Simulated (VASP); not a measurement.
# Au2S3 (P-3m1) in VASP: a series of runs

The runs below take Au2S3 through single point, with PBE+D3(BJ).

Program: VASP 6.6.1. These are calculated values, not measurements. Logs are shortened: lines on timing, memory, paths and dates and some standing lists are left out, and cuts for length are marked.

### Step 1. The cell of the first run

It takes space group P-3m1 (No. 164, trigonal). The conventional cell has a = 3.500 Å, b = 3.500 Å, c = 8.580 Å, α = 90.00°, β = 90.00°, γ = 120.00°. Within 3.3 Å of S (site symmetry -3m) lie 6 Au at 2.48 Å. S (site symmetry 3m) has 3 Au at 2.48 Å within 3.3 Å. Au (site symmetry 3m) has 6 S at 2.48 Å within 3.3 Å.

### Step 2. Single point, PBE+D3(BJ)

Input file INCAR:

```
SYSTEM = Au2S3
PREC = Accurate
ENCUT = 520
EDIFF = 1E-6
ISMEAR = 0
SIGMA = 0.1
LREAL = .False.
LASPH = .True.
NELM = 80
ALGO = Normal
ISIF = 2
LWAVE = .False.
LCHARG = .False.
GGA = PE
IVDW = 12
NBANDS = 28
```

Input file KPOINTS:

```
regular mesh
0
Gamma
  6 6 2
  0 0 0
```

Input file POSCAR:

```
Au2S3
1.0
    3.4995026500      0.0000000000      0.0000000000
   -1.7497513200      3.0306581900      0.0000000000
    0.0000000000      0.0000000000      8.5799037600
S Au
3 2
Direct
    0.0000000000      0.0000000000      0.0000000000
    0.3333333300      0.6666666700      0.3360028500
    0.6666666700      0.3333333300      0.6639971500
    0.6666666700      0.3333333300      0.1680014300
    0.3333333300      0.6666666700      0.8319985700
```

Potentials or basis: VASP PAW PBE potentials, release 64 (S, Au).

On the command line:

```sh
$ cat potpaw_PBE.64/S/POTCAR potpaw_PBE.64/Au/POTCAR > POTCAR
$ mpirun -np 1 vasp_std > vasp.out
```

OUTCAR:

```text
SYSTEM = Au2S3
   PREC = Accurate
   ENCUT = 520
   EDIFF = 1E-6
   ISMEAR = 0
   LREAL = .False.
   LASPH = .True.
   NELM = 80
   ISIF = 2
   GGA = PE
   IVDW = 12
 IVDW          = 12

 ion  position               nearest neighbor table
   1  0.000  0.000  0.000-   4 2.48   5 2.48   5 2.48   4 2.48   4 2.48   5 2.48
   2  0.333  0.667  0.336-   4 2.48   4 2.48   4 2.48
   3  0.667  0.333  0.664-   5 2.48   5 2.48   5 2.48
   4  0.667  0.333  0.168-   2 2.48   2 2.48   2 2.48   1 2.48   1 2.48   1 2.48   5 3.52   5 3.52
                             5 3.52
   5  0.333  0.667  0.832-   3 2.48   3 2.48   3 2.48   1 2.48   1 2.48   1 2.48   4 3.52   4 3.52
                             4 3.52

  LATTYP: Found a hexagonal cell.
 ALAT       =     3.4995026500
 C/A-ratio  =     2.4517494679

  Lattice vectors:

 A1 = (   3.4995026500,   0.0000000000,   0.0000000000)
 A2 = (  -1.7497513200,   3.0306581900,   0.0000000000)
 A3 = (   0.0000000000,   0.0000000000,   8.5799037600)

Analysis of symmetry for initial positions (statically):
=====================================================================
 Subroutine PRICEL returns:
 Original cell was already a primitive cell.

 Routine SETGRP: Setting up the symmetry group for a
 hexagonal supercell.

 Subroutine GETGRP returns: Found 12 space group operations
 (whereof 12 operations were pure point group operations)
 out of a pool of 24 trial point group operations.

The static configuration has the point symmetry D_3d.

Analysis of symmetry for dynamics (positions and initial velocities):
=====================================================================
 Subroutine PRICEL returns:
 Original cell was already a primitive cell.

 Routine SETGRP: Setting up the symmetry group for a
 hexagonal supercell.

 Subroutine GETGRP returns: Found 12 space group operations
 (whereof 12 operations were pure point group operations)
 out of a pool of 24 trial point group operations.

The dynamic configuration has the point symmetry D_3d.

 Subroutine INISYM returns: Found 12 space group operations
 (whereof 12 operations are pure point group operations),
 and found     1 'primitive' translations

----------------------------------------------------------------------------------------

                                     Primitive cell

  volume of cell :      90.9967

  direct lattice vectors                    reciprocal lattice vectors
     3.499502650  0.000000000  0.000000000     0.285754891  0.164980663  0.000000000
    -1.749751320  3.030658190  0.000000000     0.000000000  0.329961328  0.000000000
     0.000000000  0.000000000  8.579903760     0.000000000  0.000000000  0.116551424

  length of vectors
     3.499502650  3.499502643  8.579903760     0.329961327  0.329961328  0.116551424

  position of ions in fractional coordinates (direct lattice)
     0.000000000  0.000000000  0.000000000
     0.333333330  0.666666670  0.336002850
     0.666666670  0.333333330  0.663997150
     0.666666670  0.333333330  0.168001430
     0.333333330  0.666666670  0.831998570

  ion indices of the primitive-cell ions
   primitive index   ion index
                 1           1
                 2           2
                 3           3
                 4           4
                 5           5

----------------------------------------------------------------------------------------

 KPOINTS: regular mesh

Automatic generation of k-mesh.
 Grid dimensions read from file:
 generate k-points for:    6    6    2

 Generating k-lattice:

  Cartesian coordinates                     Fractional coordinates (reciprocal lattice)
     0.047625815  0.027496777  0.000000000     0.166666667  0.000000000  0.000000000
     0.000000000  0.054993555  0.000000000     0.000000000  0.166666667  0.000000000
     0.000000000  0.000000000  0.058275712     0.000000000  0.000000000  0.500000000

  Length of vectors
     0.054993554  0.054993555  0.058275712

  Shift w.r.t. Gamma in fractional coordinates (k-lattice)
     0.000000000  0.000000000  0.000000000

 Subroutine IBZKPT returns following result:
 ===========================================

 Found     14 irreducible k-points:

 Following reciprocal coordinates:
            Coordinates               Weight
  0.000000  0.000000  0.000000      1.000000
  0.166667  0.000000  0.000000      6.000000
  0.333333  0.000000  0.000000      6.000000
  0.500000  0.000000  0.000000      3.000000
  0.166667  0.166667  0.000000      6.000000
  0.333333  0.166667  0.000000     12.000000
  0.333333  0.333333  0.000000      2.000000
  0.000000  0.000000  0.500000      1.000000
  0.166667  0.000000  0.500000      6.000000
  0.333333  0.000000  0.500000      6.000000
  0.500000  0.000000  0.500000      3.000000
  0.166667  0.166667  0.500000      6.000000
  0.333333  0.166667  0.500000     12.000000
  0.333333  0.333333  0.500000      2.000000
   k-points           NKPTS =     14   k-points in BZ     NKDIM =     14   number of bands    NBANDS=     28
   number of dos      NEDOS =    301   number of ions     NIONS =      5
   total plane-waves  NPLWV =  50176
   dimension x,y,z NGX =    28 NGY =   28 NGZ =   64
   dimension x,y,z NGXF=    56 NGYF=   56 NGZF=  128
   ions per type =               3   2
   NGX,Y,Z   is equivalent  to a cutoff of  13.30, 13.30, 12.40 a.u.
   NGXF,Y,Z  is equivalent  to a cutoff of  26.60, 26.60, 24.80 a.u.
 SYSTEM =  Au2S3
   PREC   = accura    normal or accurate (medium, high low for compatibility)
   ISTART =      0    job   : 0-new  1-cont  2-samecut
   ICHARG =      2    charge: 1-file 2-atom 10-const
   ISPIN  =      1    spin polarized calculation?
   LNONCOLLINEAR =      F non collinear calculations
   LSORBIT =      F    spin-orbit coupling
   LASPH  =      T    aspherical Exc in radial PAW
   ENCUT  =  520.0 eV  38.22 Ry    6.18 a.u.   6.51  6.51 15.95*2*pi/ulx,y,z
   NELM   =     80;   NELMIN=  2; NELMDL= -5     # of ELM steps
   EDIFF  = 0.1E-05   stopping-criterion for ELM
   LREAL  =      F    real-space projection
   EDIFFG = 0.1E-04   stopping-criterion for IOM
   NSW    =      0    number of steps for IOM
   IBRION =     -1    ionic relax: 0-MD 1-quasi-New 2-CG
   NFREE  =      0    steps in history (QN), initial steepest desc. (CG)
   ISIF   =      2    stress and relaxation
   ISYM   =      2    0-nonsym 1-usesym 2-fastsym
   POTIM  = 0.5000    time-step for ionic-motion
   TEBEG  =    0.0;   TEEND  =   0.0 temperature during run
   PSTRESS=    0.0 pullay stress
   NELECT =      40.0000    total number of electrons
   NUPDOWN=      -1.0000    fix difference up-down
   EMIN   =  10.00;   EMAX   =-10.00  energy-range for DOS
   EFERMI =   0.00;   METHOD = LEGACY
   ISMEAR =     0;   SIGMA  =   0.10  broadening in eV -4-tet -1-fermi 0-gaus
   EFERMI_NEDOS =   21; number of points for ismear=-14 and -15
   IALGO  =     38    algorithm
   IMIX   =      4    mixing-type and parameters
     AMIX     =   0.40;   BMIX     =  1.00
     AMIX_MAG =   1.60;   BMIX_MAG =  1.00
  volume/ion in A,a.u.               =      18.20       122.82
  Fermi-wavevector in a.u.,A,eV,Ry     =   1.244762  2.352259 21.081302  1.549432
  Thomas-Fermi vector in A             =   2.379014
   LORBIT       =      0    0 simple, 1 ext, 2 COOP (PROOUT), +10 PAW based schemes
   GGA     = PE    functional components
   LHFCALC =     F    Hartree Fock is set to
   AEXX    =    0.0000 exact exchange contribution
   IVDW    =    12    specifies the selected vdW correction
   LEPSILON=     F    determine dielectric tensor
   LRPA    =     F    only Hartree local field effects (RPA)
 non-spin polarized calculation
 Gauss-broadening in eV      SIGMA  =   0.10
  energy-cutoff  :      520.00
  volume of cell :       91.00
 maximum number of plane-waves:      2515
 NGX is ok and might be reduce to    28
   NGX = 13   NGY = 13   NGZ = 31

 number of electron      39.9999996 magnetization

 Free energy of the ion-electron system (eV)
  ---------------------------------------------------
  ext. energy  EPLUGINS =         0.00000000
  ---------------------------------------------------
  free energy    TOTEN  =       -16.81860978 eV

  energy without entropy =      -16.80033134  energy(sigma->0) =      -16.80947056

 E-fermi :   6.9369     XC(G=0): -10.8880

 val. band max:        6.9325055152   @ k =   0.1667   0.0000   0.0000
 cond. band min:       7.0230036249   @ k =   0.1667   0.1667   0.0000
 fundamental gap:      0.0904981097
 Fermi energy:         6.9369228008

 k-point     1 :       0.0000    0.0000    0.0000
  band No.  band energies     occupation
      1      -8.6446      2.00000
      2      -6.4848      2.00000
      3      -6.3188      2.00000
      4      -0.6175      2.00000
      5       0.1075      2.00000
      6       0.1075      2.00000
[... 20 lines left out ...]
     27      14.1950      0.00000
     28      15.5603      0.00000

 k-point     2 :       0.1667    0.0000    0.0000
  band No.  band energies     occupation
      1      -8.3506      2.00000
      2      -6.2737      2.00000
      3      -6.2447      2.00000
      4      -0.5665      2.00000
      5      -0.0658      2.00000
      6       0.1977      2.00000
[... 20 lines left out ...]
     27      15.0304      0.00000
     28      15.0810      0.00000

 k-point     3 :       0.3333    0.0000    0.0000
  band No.  band energies     occupation
      1      -7.7048      2.00000
      2      -6.0349      2.00000
      3      -5.7915      2.00000
      4      -0.6944      2.00000
      5      -0.4049      2.00000
      6       0.1893      2.00000
[... 20 lines left out ...]
     27      14.7692      0.00000
     28      15.1831      0.00000

 k-point     4 :       0.5000    0.0000    0.0000
  band No.  band energies     occupation
      1      -7.3774      2.00000
      2      -5.7636      2.00000
      3      -5.5634      2.00000
      4      -1.4234      2.00000
      5      -0.0192      2.00000
      6       0.1059      2.00000
[... 20 lines left out ...]
     27      14.3416      0.00000
     28      14.8406      0.00000

 k-point     5 :       0.1667    0.1667    0.0000
  band No.  band energies     occupation
      1      -7.8727      2.00000
      2      -6.1015      2.00000
      3      -5.9274      2.00000
      4      -0.4630      2.00000
      5      -0.3520      2.00000
      6       0.3082      2.00000
[... 20 lines left out ...]
     27      14.3899      0.00000
     28      15.2306      0.00000

 k-point     6 :       0.3333    0.1667    0.0000
  band No.  band energies     occupation
      1      -7.3775      2.00000
      2      -5.7728      2.00000
      3      -5.5943      2.00000
      4      -1.0415      2.00000
      5      -0.1291      2.00000
      6       0.0442      2.00000
[... 153 lines left out ...]
      5      -0.0207      2.00000
      6       0.1158      2.00000
[... 20 lines left out ...]
     27      14.3155      0.00000
     28      14.4977      0.00000

 k-point    12 :       0.1667    0.1667    0.5000
  band No.  band energies     occupation
      1      -7.8627      2.00000
      2      -6.2292      2.00000
      3      -5.8059      2.00000
      4      -0.4584      2.00000
      5      -0.2885      2.00000
      6       0.2611      2.00000
[... 20 lines left out ...]
     27      14.2456      0.00000
     28      14.9941      0.00000

 k-point    13 :       0.3333    0.1667    0.5000
  band No.  band energies     occupation
      1      -7.3776      2.00000
      2      -5.7524      2.00000
      3      -5.6152      2.00000
      4      -1.0736      2.00000
      5      -0.1152      2.00000
      6       0.0495      2.00000
[... 20 lines left out ...]
     27      14.7998      0.00000
     28      15.1302      0.00000

 k-point    14 :       0.3333    0.3333    0.5000
  band No.  band energies     occupation
      1      -7.2223      2.00000
      2      -5.5513      2.00000
      3      -5.5513      2.00000
      4      -0.6654      2.00000
      5      -0.6654      2.00000
      6       0.1083      2.00000
[... 20 lines left out ...]
     27      14.2341      0.00000
     28      14.7291      0.00000

------------------------ aborting loop because EDIFF is reached ----------------------------------------

 Edisp (eV)   -2.22769

 E8    (eV) :    -0.9039

  FORCE on cell =-STRESS in cart. coord.  units (eV):
  Direction    XX          YY          ZZ          XY          YZ          ZX
  --------------------------------------------------------------------------------------
  -------------------------------------------------------------------------------------
  Total       4.66810     4.66810     2.74578     0.00000     0.00000     0.00000
  in kB      82.19118    82.19118    48.34486     0.00000     0.00000     0.00000
  external pressure =       70.91 kB  Pullay stress =        0.00 kB

 VOLUME and BASIS-vectors are now :
 -----------------------------------------------------------------------------
  energy-cutoff  :      520.00
  volume of cell :       91.00
      direct lattice vectors                 reciprocal lattice vectors
     3.499502650  0.000000000  0.000000000     0.285754891  0.164980663  0.000000000
    -1.749751320  3.030658190  0.000000000     0.000000000  0.329961328  0.000000000
     0.000000000  0.000000000  8.579903760     0.000000000  0.000000000  0.116551424

 POSITION                                       TOTAL-FORCE (eV/Angst)
 -----------------------------------------------------------------------------------
      0.00000      0.00000      0.00000        -0.000000      0.000000      0.000000
     -0.00000      2.02044      2.88287        -0.000000      0.000000     -0.310163
      1.74975      1.01022      5.69703         0.000000      0.000000      0.310163
      1.74975      1.01022      1.44144         0.000000      0.000000      1.962732
     -0.00000      2.02044      7.13847        -0.000000      0.000000     -1.962732
 -----------------------------------------------------------------------------------
    total drift:                                0.000000      0.000000     -0.000000

  FREE ENERGIE OF THE ION-ELECTRON SYSTEM (eV)
  ---------------------------------------------------
  free  energy   TOTEN  =       -19.0463033638 eV

  energy  without entropy=      -19.0280249250  energy(sigma->0) =      -19.03716414
```

It took 74 s on 1 thread of Intel Xeon 8259CL, shared host; peak memory 0.23 GiB.

Results:

```
Free energy                : -19.0463 eV
Pressure                   : 7.1 GPa
Largest force              : 1.963 eV/Å
Band gap on the k mesh     : zero (bands 20 and 21 overlap by 1.07 eV)
Dispersion energy per atom : -0.446 eV
```

Forces on the atoms (eV/Å):
```
S    0.000  0.000  0.000
S    0.000  0.000 -0.310
S    0.000  0.000  0.310
Au   0.000  0.000  1.963
Au   0.000  0.000 -1.963
```

Caveat: the k points lie up to 0.37 Å⁻¹ apart, too coarse for converged energies and pressures of a metal; spin-orbit coupling is left out, which moves the levels of the heavy elements; forces of over 1 eV/Å act on the atoms, so gaps and moduli don't describe the material at rest.

### Step 3. Single point, PBE+D3(BJ)

This run uses another cell than the first one, of 18.68 Å³/atom.

Input file INCAR:

```
SYSTEM = Au2S3
  ALGO = Normal
  EDIFF = 1E-6
  ENCUT = 520
  GGA = PE
  ISIF = 2
  ISMEAR = 0
  IVDW = 12
  LASPH = .True.
  LCHARG = .False.
  LREAL = .False.
  LWAVE = .False.
  NBANDS = 28
  NELM = 100
  PREC = Accurate
  SIGMA = 0.1
```

Input file KPOINTS:

```
k-points
0
Gamma
  6 6 2
  0 0 0
```

Input file POSCAR:

```
Au2S3
1.0
    3.6697144970     -0.0000000030      0.0000000000
   -1.8348572459      3.1780659806      0.0000000000
    0.0000000000      0.0000000000      8.0067523640
S Au
3 2
Direct
    0.0000000000      0.0000000000      0.0000000000
    0.3333333333      0.6666666667      0.3489092691
    0.6666666667      0.3333333333      0.6510907309
    0.6666666667      0.3333333333      0.1940565335
    0.3333333333      0.6666666667      0.8059434665
```

Potentials or basis: VASP PAW PBE potentials, release 64 (S, Au).

On the command line:

```sh
$ cat potpaw_PBE.64/S/POTCAR potpaw_PBE.64/Au/POTCAR > POTCAR
$ mpirun -np 1 vasp_std > vasp.out
```

It took 69 s on 1 thread of Intel Xeon 8259CL, shared host; peak memory 0.22 GiB.

Results (log left out):

```
Free energy                : -19.5607 eV
Pressure                   : -0.2 GPa
Largest force              : 0.013 eV/Å
Band gap on the k mesh     : zero (bands 20 and 21 overlap by 1.10 eV)
Dispersion energy per atom : -0.431 eV
```

Forces on the atoms (eV/Å):
```
S    0.000  0.000  0.000
S    0.000  0.000 -0.007
S    0.000  0.000  0.007
Au   0.000  0.000 -0.013
Au   0.000  0.000  0.013
```

Levels at points of the mesh, in eV from the Fermi level:
```
           k point  band 16  band 17  band 18  band 19  band 20  band 21  band 22  band 23  band 24  band 25
(0.00, 0.00, 0.00)    -1.53    -1.53    -0.32    -0.04    -0.04     1.37     1.37     2.79     4.45     5.07
(0.50, 0.00, 0.00)    -3.44    -3.20    -1.86    -1.08    -0.49     0.73     0.84     1.38     5.31     5.61
(0.00, 0.00, 0.50)    -1.74    -1.74    -1.73     0.44     0.44     1.11     1.11     3.72     4.17     4.95
(0.50, 0.00, 0.50)    -2.92    -2.89    -2.86    -1.67    -1.13     1.29     1.40     2.42     4.11     4.73
```

Caveat: the k points lie up to 0.39 Å⁻¹ apart, too coarse for converged energies and pressures of a metal; spin-orbit coupling is left out, which moves the levels of the heavy elements.

The gap in the log of VASP goes by the Fermi energy; the results here count the filled bands.